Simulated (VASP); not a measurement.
Wanted: the native input for a VASP 6.6.1 run.

```yaml
Task: electric field gradients
Functional: PBEsol
Potentials_or_basis: VASP PAW PBE potentials, release 64 (Y_sv, Hg)
Cutoff: 520 eV
k_mesh: 10 × 10 × 12
Occupations: fermi-dirac, width 0.03 eV
Spin: no spin polarisation
Dipole_correction: no
Further_INCAR_settings: ALGO = Normal; EDIFF = 1e-08; NBANDS = 24
```

The structure of YHg2 lies in POSCAR:

```
YHg2
1.0
    4.7065203181      0.0000000000      0.0000000000
   -2.3532601590      4.0759661589      0.0000000000
    0.0000000000      0.0000000000      3.4882103579
Y Hg
1 2
Direct
    0.0000000000      0.0000000000      0.0000000000
    0.3333333333      0.6666666667      0.5000000000
    0.6666666667      0.3333333333      0.5000000000
```

This cell differs from its parent crystal: volume scaled by 0.96.

The input as run:

INCAR

```
ALGO = Normal ; EDIFF = 1E-8
ENCUT = 520 ; GGA = PS
ISIF = 2 ; ISMEAR = -1
LASPH = T ; LCHARG = F
LEFG = T ; LREAL = F
LWAVE = F ; NBANDS = 24
NELM = 100 ; PREC = Accurate
SIGMA = 0.03
```

KPOINTS

```
k-points
0
Gamma
  10 10 12
```

Potentials or basis: VASP PAW PBE potentials, release 64 (Y_sv, Hg).

The run is started by

```bash
$ cat potpaw_PBE.64/Y_sv/POTCAR potpaw_PBE.64/Hg/POTCAR > POTCAR
$ mpirun -np 1 vasp_std > vasp.out
```

It gave:

```json
{
 "Pressure": "4.7 GPa"
}
```

Caveat: without QUAD_EFG the Cq values of the log hold for a quadrupole moment of 1 mb, not for the nuclei; the PAW data sets were made with another functional, which shifts forces and pressure a little.

Run time: 3.5 min on 1 thread of Oxide Virtual Turin-like Processor (shared host), peak memory 0.27 GiB.
